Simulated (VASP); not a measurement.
## Be16C7 (a cell with a defect): relaxation of the atoms with PBE

The system is Be16C7 (a cell with a defect).

```
CELL_PARAMETERS angstrom
-4.32848 -4.32848 0.00000
-4.32848 0.00000 -4.32848
0.00000 -4.32848 -4.32848
ATOMIC_POSITIONS crystal
Be 0.37500 0.37500 0.37500
Be 0.87500 0.37500 0.37500
Be 0.37500 0.87500 0.37500
Be 0.87500 0.87500 0.37500
Be 0.37500 0.37500 0.87500
Be 0.87500 0.37500 0.87500
Be 0.37500 0.87500 0.87500
Be 0.87500 0.87500 0.87500
Be 0.12500 0.12500 0.12500
Be 0.62500 0.12500 0.12500
Be 0.12500 0.62500 0.12500
Be 0.62500 0.62500 0.12500
Be 0.12500 0.12500 0.62500
Be 0.62500 0.12500 0.62500
Be 0.12500 0.62500 0.62500
Be 0.62500 0.62500 0.62500
C 0.00000 0.00000 0.50000
C 0.00000 0.50000 0.50000
C 0.50000 0.50000 0.50000
C 0.00000 0.00000 0.00000
C 0.50000 0.00000 0.00000
C 0.00000 0.50000 0.00000
C 0.50000 0.50000 0.00000
```

This cell differs from its parent crystal: atoms taken out.

```
Program                : VASP 6.6.1
Task                   : relaxation of the atoms
Functional             : PBE
Potentials or basis    : VASP PAW PBE potentials, release 64 (Be, C)
Cutoff                 : 520 eV
k mesh                 : 4 × 4 × 4
Occupations            : gaussian, width 0.05 eV
Spin                   : no spin polarisation
Dipole correction      : no
Charge                 : 4
Further INCAR settings : LREAL = Auto; ALGO = Normal; EDIFF = 1e-07; IBRION = 2; EDIFFG = -0.02; NSW = 70; NELECT = 56.0
```

- Energy gained by relaxing: 37.8 meV/atom
- Ionic steps: 14
- Largest force after relaxing: 0.012 eV/Å

Forces in eV/Å, atoms in the order of the input:
```
Be  -0.007  0.007 -0.007
Be   0.003 -0.003 -0.003
Be   0.007  0.007  0.007
Be  -0.007 -0.007  0.007
Be  -0.003 -0.003  0.003
Be   0.003  0.003  0.003
Be   0.007 -0.007 -0.007
Be  -0.003  0.003 -0.003
Be   0.003 -0.003  0.003
Be  -0.007  0.007  0.007
Be  -0.003 -0.003 -0.003
Be   0.003  0.003 -0.003
Be   0.007  0.007 -0.007
Be  -0.007 -0.007 -0.007
Be  -0.003  0.003  0.003
Be   0.007 -0.007  0.007
C    0.000  0.000  0.000
C    0.000  0.000  0.000
C    0.000  0.000  0.000
C    0.000  0.000  0.000
C    0.000  0.000  0.000
C    0.000  0.000  0.000
C    0.000  0.000  0.000
```

The path:
```
step  energy change (eV)  largest force (eV/Å)  pressure (GPa)
   1              0.0000                1.6285          -35.38
   2             -0.6069                0.4302          -33.55
   3             -0.6330                0.6209          -33.00
   4             -0.6347                0.6839          -32.84
   5             -0.7866                0.3068          -32.34
   6             -0.8126                0.3043          -31.85
   7             -0.8157                0.3057          -31.99
   8             -0.8542                0.1753          -31.07
   9             -0.8575                0.1559          -29.86
  10             -0.8692                0.0666          -30.50
  11             -0.8695                0.0687          -30.37
  12             -0.8696                0.0678          -30.41
  13             -0.8696                0.0601          -30.49
  14             -0.8702                0.0122          -30.45
```

Final structure:
```cif
data_structure
_symmetry_space_group_name_H-M 'P 1'
_symmetry_Int_Tables_number 1
_cell_length_a 6.1214
_cell_length_b 6.1214
_cell_length_c 6.1214
_cell_angle_alpha 60.000
_cell_angle_beta 60.000
_cell_angle_gamma 60.000
_cell_volume 162.19
loop_
_atom_site_label
_atom_site_type_symbol
_atom_site_fract_x
_atom_site_fract_y
_atom_site_fract_z
_atom_site_occupancy
Be1 Be 0.36317 0.41050 0.36317 1
Be2 Be 0.87823 0.37823 0.36530 1
Be3 Be 0.36317 0.86317 0.36317 1
Be4 Be 0.91050 0.86317 0.36317 1
Be5 Be 0.36530 0.37823 0.87823 1
Be6 Be 0.87823 0.37823 0.87823 1
Be7 Be 0.36317 0.86317 0.91050 1
Be8 Be 0.87823 0.86530 0.87823 1
Be9 Be 0.12176 0.13470 0.12176 1
Be10 Be 0.63683 0.13683 0.08950 1
Be11 Be 0.12176 0.62177 0.12176 1
Be12 Be 0.63470 0.62177 0.12176 1
Be13 Be 0.08950 0.13683 0.63683 1
Be14 Be 0.63683 0.13683 0.63683 1
Be15 Be 0.12176 0.62177 0.63470 1
Be16 Be 0.63683 0.58950 0.63683 1
C1 C 0.00000 0.00000 0.50000 1
C2 C 0.00000 0.50000 0.50000 1
C3 C 0.50000 0.50000 0.50000 1
C4 C 0.00000 0.00000 0.00000 1
C5 C 0.50000 0.00000 0.00000 1
C6 C 0.00000 0.50000 0.00000 1
C7 C 0.50000 0.50000 0.00000 1
```

Levels at points of the mesh, in eV from the Fermi level:
| k point | band 25 | band 26 | band 27 | band 28 | band 29 | band 30 | band 31 | band 32 |
| --- | --- | --- | --- | --- | --- | --- | --- | --- |
| (0.00, 0.00, 0.00) | -0.35 | -0.35 | 0.53 | 0.53 | 0.53 | 3.20 | 3.20 | 3.48 |
| (0.50, 0.00, 0.00) | -1.19 | -1.19 | -0.23 | 0.04 | 0.04 | 1.78 | 4.63 | 4.63 |
| (0.50, 0.50, 0.00) | -1.43 | -1.43 | -1.24 | -0.54 | 0.82 | 2.15 | 3.93 | 3.93 |

Wall time 29 min on 1 thread of Intel(R) Xeon(R) Platinum 8259CL CPU @ 2.50GHz (Skylake/Cascade Lake), on a shared host, peak memory 0.34 GiB.

Caveat: the cell carries a net charge on a neutralising background, which shifts energy and pressure; the cell differs from its parent crystal (atoms taken out); the cell is charged against a uniform background, so pressure and absolute levels hang on convention.
